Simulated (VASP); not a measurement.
Input of a VASP 6.6.1 run:

INCAR

```
PREC = Accurate ; ENCUT = 520
EDIFF = 1E-6 ; ISMEAR = -1
SIGMA = 0.05 ; LREAL = F
LASPH = T ; NELM = 60
ALGO = Normal ; ISIF = 2
LWAVE = F ; LCHARG = T
GGA = PS ; LELF = T
LVHAR = T ; NBANDS = 16
```

Contents of KPOINTS:

```
regular mesh
0
Gamma
  9 9 9
```

File POSCAR:

```
HgTe
1.0
    0.0000000000      3.1576958214      3.1576958214
    3.1576958214      0.0000000000      3.1576958214
    3.1576958214      3.1576958214      0.0000000000
Hg Te
1 1
Direct
    0.0000000000      0.0000000000      0.0000000000
    0.7500000000      0.7500000000      0.7500000000
```

Potentials or basis: VASP PAW PBE potentials, release 64 (Hg, Te).

Run with:

```console
$ cat potpaw_PBE.64/Hg/POTCAR potpaw_PBE.64/Te/POTCAR > POTCAR
$ mpirun -np 1 vasp_std > vasp.out
```

(1) Estimate the band gap on the k mesh.

(2) Predict the pressure.

Answers

(1) zero (filled and empty bands touch).

(2) 5.0 GPa.

Caveat: the PAW data sets were made with another functional, which shifts forces and pressure a little; spin-orbit coupling is left out, which moves the levels of the heavy elements.
